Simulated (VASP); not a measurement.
# Au (P6/mmm) in VASP: notebook

The runs below take Au through single point, relaxation of cell and atoms, with r2SCAN.

Program: VASP 6.6.1. These are calculated values, not measurements. Logs are shortened: lines on timing, memory, paths and dates and some standing lists are left out, and cuts for length are marked.

### Step 1. The cell of the first run

Symmetry: P6/mmm, No. 191, hexagonal system. Conventional cell: a = 4.884 Å, b = 4.884 Å, c = 2.914 Å, α = 90.00°, β = 90.00°, γ = 120.00°. Au (site symmetry 6/mmm) has 14 Au at 2.91 to 3.17 Å within 3.8 Å. Within 3.7 Å of Au (site symmetry -6m2) lie 11 Au at 2.82 to 3.17 Å.

This isn't the form of Au at room conditions, which is fcc.

### Step 2. Single point, r2SCAN (20.07 Å³/atom)

POSCAR reads:

```
Au
1.0
    4.8843454629      0.0000000000      0.0000000000
   -2.4421727315      4.2299672517      0.0000000000
    0.0000000000      0.0000000000      2.9140329865
Au
3
Direct
    0.0000000000      0.0000000000      0.0000000000
    0.3333333333      0.6666666667      0.5000000000
    0.6666666667      0.3333333333      0.5000000000
```

INCAR.step1 reads:

```
ALGO     = Normal         # electronic algorithm
EDIFF    = 1E-4           # SCF threshold, eV
ENCUT    = 520            # plane-wave cutoff, eV
GGA      = PE             # functional
ISMEAR   = -1             # smearing method
LASPH    = T              # aspherical terms in the spheres
LCHARG   = F              # write CHGCAR
LREAL    = F              # projectors in reciprocal space
LWAVE    = T              # write WAVECAR
NBANDS   = 24             # bands
NELM     = 100            # most SCF steps
PREC     = Accurate       # precision mode
SIGMA    = 0.1            # smearing width, eV
```

INCAR.step2 reads:

```
ALGO     = Normal         # electronic algorithm
EDIFF    = 1E-6           # SCF threshold, eV
ENCUT    = 520            # plane-wave cutoff, eV
ISIF     = 2              # what is computed and relaxed
ISMEAR   = -1             # smearing method
ISTART   = 1            
LASPH    = T              # aspherical terms in the spheres
LCHARG   = F              # write CHGCAR
LMIXTAU  = T            
LREAL    = F              # projectors in reciprocal space
LWAVE    = F              # write WAVECAR
METAGGA  = R2SCAN         # meta-GGA
NBANDS   = 24             # bands
NELM     = 100            # most SCF steps
PREC     = Accurate       # precision mode
SIGMA    = 0.1            # smearing width, eV
```

KPOINTS reads:

```
k-points
0
Gamma
  9 9 13
```

Potentials or basis: VASP PAW PBE potentials, release 64 (Au).

On the command line:

```console
> cat potpaw_PBE.64/Au/POTCAR > POTCAR
> cp INCAR.step1 INCAR
> mpirun -np 1 vasp_std > vasp.out
> cp INCAR.step2 INCAR
> mpirun -np 1 vasp_std > vasp.out
```

OUTCAR:

```text
EDIFF = 1E-6
   ENCUT = 520
   ISIF = 2
   ISMEAR = -1
   ISTART = 1
   LASPH = T
   LREAL = F
   METAGGA = R2SCAN
   NELM = 100
   PREC = Accurate

 ion  position               nearest neighbor table
   1  0.000  0.000  0.000-   2 3.17   3 3.17   2 3.17   3 3.17   2 3.17   2 3.17   3 3.17   3 3.17
                             3 3.17   3 3.17   2 3.17   2 3.17
   2  0.333  0.667  0.500-   3 2.82   3 2.82   3 2.82   1 3.17   1 3.17   1 3.17   1 3.17   1 3.17
                             1 3.17
   3  0.667  0.333  0.500-   2 2.82   2 2.82   2 2.82   1 3.17   1 3.17   1 3.17   1 3.17   1 3.17
                             1 3.17

  LATTYP: Found a hexagonal cell.
 ALAT       =     4.8843454629
 C/A-ratio  =     0.5966066505

  Lattice vectors:

 A1 = (   4.8843454629,   0.0000000000,   0.0000000000)
 A2 = (  -2.4421727315,   4.2299672517,   0.0000000000)
 A3 = (   0.0000000000,   0.0000000000,   2.9140329865)

Analysis of symmetry for initial positions (statically):
=====================================================================
 Subroutine PRICEL returns:
 Original cell was already a primitive cell.

 Routine SETGRP: Setting up the symmetry group for a
 hexagonal supercell.

 Subroutine GETGRP returns: Found 24 space group operations
 (whereof 24 operations were pure point group operations)
 out of a pool of 24 trial point group operations.

The static configuration has the point symmetry D_6h.

Analysis of symmetry for dynamics (positions and initial velocities):
=====================================================================
 Subroutine PRICEL returns:
 Original cell was already a primitive cell.

 Routine SETGRP: Setting up the symmetry group for a
 hexagonal supercell.

 Subroutine GETGRP returns: Found 24 space group operations
 (whereof 24 operations were pure point group operations)
 out of a pool of 24 trial point group operations.

The dynamic configuration has the point symmetry D_6h.

 Subroutine INISYM returns: Found 24 space group operations
 (whereof 24 operations are pure point group operations),
 and found     1 'primitive' translations

----------------------------------------------------------------------------------------

                                     Primitive cell

  volume of cell :      60.2057

  direct lattice vectors                    reciprocal lattice vectors
[... 86 lines left out ...]
   LASPH  =      T    aspherical Exc in radial PAW
   ENCUT  =  520.0 eV  38.22 Ry    6.18 a.u.   9.08  9.08  5.42*2*pi/ulx,y,z
   NELM   =    100;   NELMIN=  2; NELMDL=  0     # of ELM steps
   EDIFF  = 0.1E-05   stopping-criterion for ELM
   LREAL  =      F    real-space projection
   EDIFFG = 0.1E-04   stopping-criterion for IOM
   NSW    =      0    number of steps for IOM
   IBRION =     -1    ionic relax: 0-MD 1-quasi-New 2-CG
   NFREE  =      0    steps in history (QN), initial steepest desc. (CG)
   ISIF   =      2    stress and relaxation
   ISYM   =      2    0-nonsym 1-usesym 2-fastsym
   POTIM  = 0.5000    time-step for ionic-motion
   TEBEG  =    0.0;   TEEND  =   0.0 temperature during run
   PSTRESS=    0.0 pullay stress
   NELECT =      33.0000    total number of electrons
   NUPDOWN=      -1.0000    fix difference up-down
   EMIN   =  10.00;   EMAX   =-10.00  energy-range for DOS
   EFERMI =   0.00;   METHOD = LEGACY
   ISMEAR =    -1;   SIGMA  =   0.10  broadening in eV -4-tet -1-fermi 0-gaus
   EFERMI_NEDOS =   21; number of points for ismear=-14 and -15
   IALGO  =     38    algorithm
   IMIX   =      4    mixing-type and parameters
     AMIX     =   0.40;   BMIX     =  1.00
     AMIX_MAG =   1.60;   BMIX_MAG =  1.00
  volume/ion in A,a.u.               =      20.07       135.43
  Fermi-wavevector in a.u.,A,eV,Ry     =   1.339780  2.531817 24.422604  1.795011
  Thomas-Fermi vector in A             =   2.468145
   LORBIT       =      0    0 simple, 1 ext, 2 COOP (PROOUT), +10 PAW based schemes
   METAGGA = R2SCAN    functional components
   LHFCALC =     F    Hartree Fock is set to
   AEXX    =    0.0000 exact exchange contribution
   IVDW    =     0    specifies the selected vdW correction
   LEPSILON=     F    determine dielectric tensor
   LRPA    =     F    only Hartree local field effects (RPA)
 non-spin polarized calculation
  energy-cutoff  :      520.00
  volume of cell :       60.21
 maximum number of plane-waves:      1644
   NGX = 19   NGY = 19   NGZ = 11

 number of electron      32.9999991 magnetization

 Free energy of the ion-electron system (eV)
  ---------------------------------------------------
  ext. energy  EPLUGINS =         0.00000000
  ---------------------------------------------------
  free energy    TOTEN  =      -151.34480397 eV

  energy without entropy =     -151.31376390  energy(sigma->0) =     -151.32928393

 E-fermi :   6.8332     XC(G=0): -12.4795

 val. band max:        6.7976466922   @ k =   0.2222   0.1111   0.0769
 cond. band min:       6.8761988070   @ k =   0.4444  -0.0000   0.3846
 fundamental gap:      0.0785521148
 Fermi energy:         6.8332310982

 k-point     1 :       0.0000    0.0000    0.0000
  band No.  band energies     occupation
      1      -1.5745      2.00000
      2       0.9259      2.00000
      3       1.8986      2.00000
      4       2.2808      2.00000
      5       2.4543      2.00000
      6       2.4543      2.00000
[... 637 lines left out ...]
     23      21.1504      0.00000
     24      21.2712      0.00000

 [... further k-points ...]

------------------------ aborting loop because EDIFF is reached ----------------------------------------

  FORCE on cell =-STRESS in cart. coord.  units (eV):
  Direction    XX          YY          ZZ          XY          YZ          ZX
  --------------------------------------------------------------------------------------
  -------------------------------------------------------------------------------------
  Total       -4.3306867     -4.3306867     -4.5441324      0.0000000     -0.0000000      0.0000000
  in kB     -115.2469663   -115.2469663   -120.9271207      0.0000000     -0.0000000      0.0000000
  external PRESSURE =    -117.1403511 kB  Pullay stress =       0.0000000 kB

 VOLUME and BASIS-vectors are now :
 -----------------------------------------------------------------------------
  energy-cutoff  :      520.00
  volume of cell :       60.21
      direct lattice vectors                 reciprocal lattice vectors
     4.884345463  0.000000000  0.000000000     0.204735723  0.118204225  0.000000000
    -2.442172731  4.229967252  0.000000000     0.000000000  0.236408450  0.000000000
     0.000000000  0.000000000  2.914032987     0.000000000  0.000000000  0.343167014

 POSITION                                       TOTAL-FORCE (eV/Angst)
 -----------------------------------------------------------------------------------
      0.00000      0.00000      0.00000        -0.000000      0.000000     -0.000000
     -0.00000      2.81998      1.45702         0.000000     -0.000000      0.000000
      2.44217      1.40999      1.45702        -0.000000      0.000000     -0.000000
 -----------------------------------------------------------------------------------
    total drift:                                0.000000      0.000000     -0.000000

  FREE ENERGIE OF THE ION-ELECTRON SYSTEM (eV)
  ---------------------------------------------------
  free  energy   TOTEN  =      -151.3448039672 eV

  energy  without entropy=     -151.3137638976  energy(sigma->0) =     -151.32928393
```

OSZICAR.step1:

```text
N       E                     dE             d eps       ncg     rms          rms(c)
DAV:   1     0.195014659546E+03    0.19501E+03   -0.16249E+04  4040   0.128E+03
DAV:   2    -0.633977063526E+01   -0.20135E+03   -0.18548E+03  4472   0.282E+02
DAV:   3    -0.100361124032E+02   -0.36963E+01   -0.36681E+01  4832   0.392E+01
DAV:   4    -0.100565158472E+02   -0.20403E-01   -0.20402E-01  4704   0.311E+00
DAV:   5    -0.100567356781E+02   -0.21983E-03   -0.21983E-03  4928   0.353E-01    0.102E+01
DAV:   6    -0.935244686544E+01    0.70429E+00   -0.17138E+00  4440   0.101E+01    0.712E+00
DAV:   7    -0.932475784990E+01    0.27689E-01   -0.82610E-02  4816   0.212E+00    0.392E+00
DAV:   8    -0.932128824390E+01    0.34696E-02   -0.39552E-03  4544   0.462E-01    0.296E-01
DAV:   9    -0.932125395598E+01    0.34288E-04   -0.75760E-05  3496   0.130E-01
   1 F= -.93212540E+01 E0= -.93046043E+01  d E =-.332992E-01
```

Run time: 3.1 min. Hardware: 1 thread of Intel Xeon Platinum 8124M at 3.00GHz (Skylake/Cascade Lake), shared host; peak memory 0.24 GiB.

What came out:

```yaml
Free_energy: -151.3448 eV
Pressure: -11.7 GPa
Band_gap_on_the_k_mesh: zero (an odd number of electrons rules out a gap without spin polarisation)
```

Stress tensor (GPa, compression positive):
```
-11.52   0.00   0.00
  0.00 -11.52   0.00
  0.00   0.00 -12.09
```

Caveat: the cell stands under tension; the PAW data sets were made with another functional, which shifts forces and pressure a little; spin-orbit coupling is left out, which moves the levels of the heavy elements.

### Step 3. Single point, r2SCAN

This run uses another cell than the first one, of 17.92 Å³/atom.

POSCAR reads:

```
Au
1.0
    4.7032749263      0.0000000000      0.0000000000
   -2.3516374632      4.0731555672      0.0000000000
    0.0000000000      0.0000000000      2.8060051002
Au
3
Direct
    0.0000000000      0.0000000000      0.0000000000
    0.3333333333      0.6666666667      0.5000000000
    0.6666666667      0.3333333333      0.5000000000
```

INCAR.step1 reads:

```
PREC = Accurate
ENCUT = 520
ISMEAR = -1
SIGMA = 0.1
LREAL = F
LASPH = T
NELM = 80
NBANDS = 24
GGA = PE
ALGO = Normal
EDIFF = 1E-4
LWAVE = T
LCHARG = F
```

INCAR.step2 reads:

```
PREC = Accurate
ENCUT = 520
EDIFF = 1E-6
ISMEAR = -1
SIGMA = 0.1
LREAL = F
LASPH = T
NELM = 80
ALGO = Normal
ISIF = 2
LWAVE = F
LCHARG = F
METAGGA = R2SCAN
LMIXTAU = T
NBANDS = 24
ISTART = 1
```

KPOINTS reads:

```
Automatic mesh
0
Gamma
  10 10 15
```

Potentials or basis: VASP PAW PBE potentials, release 64 (Au).

On the command line:

```console
> cat potpaw_PBE.64/Au/POTCAR > POTCAR
> cp INCAR.step1 INCAR
> mpirun -np 1 vasp_std > vasp.out
> cp INCAR.step2 INCAR
> mpirun -np 1 vasp_std > vasp.out
```

It took 4.5 min on 1 thread of Intel Xeon Platinum 8124M at 3.00GHz (Skylake/Cascade Lake), shared host; peak memory 0.25 GiB.

Results (log left out):

```
Free energy            : -151.6088 eV
Pressure               : 0.3 GPa
Band gap on the k mesh : zero (an odd number of electrons rules out a gap without spin polarisation)
```

Stress tensor (GPa, compression positive):
```
 0.48  0.00  0.00
 0.00  0.48  0.00
 0.00  0.00 -0.17
```

Levels at points of the mesh, in eV from the Fermi level:
| k point | band 14 | band 15 | band 16 | band 17 | band 18 | band 19 |
| --- | --- | --- | --- | --- | --- | --- |
| (0.00, 0.00, 0.00) | -3.53 | -2.03 | -2.03 | 2.87 | 3.77 | 5.42 |
| (0.50, 0.00, 0.00) | -2.45 | -2.44 | -2.17 | -1.95 | -0.35 | 3.18 |

Caveat: the PAW data sets were made with another functional, which shifts forces and pressure a little; spin-orbit coupling is left out, which moves the levels of the heavy elements.

### Step 4. Relaxation of cell and atoms, r2SCAN

This run uses another cell than the first one, of 16.96 Å³/atom.

POSCAR reads:

```
Au
1.0
    4.5761069469      0.0000000000      0.0000000000
   -2.2880534735      3.9630248665      0.0000000000
    0.0000000000      0.0000000000      2.8051535585
Au
3
Direct
    0.0000000000      0.0000000000      0.0000000000
    0.3333333333      0.6666666667      0.5000000000
    0.6666666667      0.3333333333      0.5000000000
```

INCAR.step1 reads:

```
PREC     = Accurate       # precision mode
ENCUT    = 600            # plane-wave cutoff, eV
ISMEAR   = -1             # smearing method
SIGMA    = 0.1            # smearing width, eV
LREAL    = F              # projectors in reciprocal space
LASPH    = T              # aspherical terms in the spheres
NELM     = 80             # most SCF steps
GGA      = PE             # functional
ALGO     = Normal         # electronic algorithm
EDIFF    = 1E-4           # SCF threshold, eV
LWAVE    = T              # write WAVECAR
LCHARG   = F              # write CHGCAR
```

INCAR.step2 reads:

```
PREC     = Accurate       # precision mode
ENCUT    = 600            # plane-wave cutoff, eV
EDIFF    = 1E-6           # SCF threshold, eV
ISMEAR   = -1             # smearing method
SIGMA    = 0.1            # smearing width, eV
LREAL    = F              # projectors in reciprocal space
LASPH    = T              # aspherical terms in the spheres
NELM     = 80             # most SCF steps
ALGO     = Normal         # electronic algorithm
ISIF     = 3              # what is computed and relaxed
LWAVE    = F              # write WAVECAR
LCHARG   = F              # write CHGCAR
METAGGA  = R2SCAN         # meta-GGA
LMIXTAU  = T            
IBRION   = 2              # ionic algorithm
NSW      = 80             # ionic steps
EDIFFG   = -0.01          # ionic threshold
ISTART   = 1
```

KPOINTS reads:

```
regular mesh
0
Gamma
  8 8 11
```

On the command line:

```console
> cat potpaw_PBE.64/Au/POTCAR > POTCAR
> cp INCAR.step1 INCAR
> mpirun -np 1 vasp_std > vasp.out
> cp INCAR.step2 INCAR
> mpirun -np 1 vasp_std > vasp.out
```

Run time: 13 min. Hardware: 1 thread of Intel Xeon Platinum 8124M at 3.00GHz (Skylake/Cascade Lake), shared host; peak memory 0.24 GiB.

It converged, with:

* Free energy: -151.6010 eV
* Relaxed volume: 17.95 Å³/atom
* Relaxed cell: a = 4.706 Å, b = 4.706 Å, c = 2.808 Å, α = 90.00°, β = 90.00°, γ = 120.00°
* Space group after relaxing (to 0.1 Å): P6/mmm (No. 191)
* Energy gained by relaxing: 34.2 meV/atom
* Ionic steps: 6
* Pressure after relaxing: 0.1 GPa
* Band gap on the k mesh: zero (an odd number of electrons rules out a gap without spin polarisation)

Step by step:
```
step  energy change (eV)  largest force (eV/Å)  pressure (GPa)  volume (Å³)
   1              0.0000                0.0000           10.14        50.87
   2              0.0905                0.0000          -10.43        59.17
   3             -0.0975                0.0000           -0.45        54.08
   4             -0.0975                0.0000           -0.32        54.01
   5             -0.1021                0.0000           -0.07        53.90
   6             -0.1025                0.0000            0.05        53.85
```

Final structure:
```cif
data_structure
_symmetry_space_group_name_H-M 'P 1'
_symmetry_Int_Tables_number 1
_cell_length_a 4.7062
_cell_length_b 4.7062
_cell_length_c 2.8077
_cell_angle_alpha 90.000
_cell_angle_beta 90.000
_cell_angle_gamma 120.000
_cell_volume 53.85
loop_
_atom_site_label
_atom_site_type_symbol
_atom_site_fract_x
_atom_site_fract_y
_atom_site_fract_z
_atom_site_occupancy
Au1 Au 0.00000 0.00000 0.00000 1
Au2 Au 0.33333 0.66667 0.50000 1
Au3 Au 0.66667 0.33333 0.50000 1
```

Levels at points of the mesh, in eV from the Fermi level:
| k point | band 13 | band 14 | band 15 | band 16 | band 17 | band 18 | band 19 | band 20 |
| --- | --- | --- | --- | --- | --- | --- | --- | --- |
| (0.00, 0.00, 0.00) | -3.50 | -3.50 | -2.00 | -2.00 | 2.89 | 3.78 | 5.44 | 5.44 |
| (0.50, 0.00, 0.00) | -2.46 | -2.42 | -2.42 | -2.15 | -1.93 | -0.32 | 3.19 | 11.47 |

Caveat: the PAW data sets were made with another functional, which shifts forces and pressure a little; spin-orbit coupling is left out, which moves the levels of the heavy elements.

### Step 5. Summary

| task | cell | k mesh | cutoff (eV) | gap on the mesh (eV) | pressure (GPa) |
| --- | --- | --- | --- | --- | --- |
| single point | a = 4.884, b = 4.884, c = 2.914 Å, angles 90.0, 90.0, 120.0°, 3 atoms | 9 × 9 × 13 | 520 | none | -11.7 |
| single point | a = 4.703, b = 4.703, c = 2.806 Å, angles 90.0, 90.0, 120.0°, 3 atoms | 10 × 10 × 15 | 520 | none | 0.3 |
| relaxation of cell and atoms | relaxed from a = 4.576, b = 4.576, c = 2.805 Å, angles 90.0, 90.0, 120.0°, 3 atoms | 8 × 8 × 11 | 600 | none | 0.1 |

Alike in all rows: level r2SCAN; potentials or basis VASP PAW PBE potentials, release 64 (Au); no spin polarisation; smearing fermi-dirac 0.1 eV.

Caveats: the PAW data sets were made with another functional, which shifts forces and pressure a little; spin-orbit coupling is left out, which moves the levels of the heavy elements; the cell stands under tension (at least some runs).

Absolute energies hang on the potentials; compare differences alone.
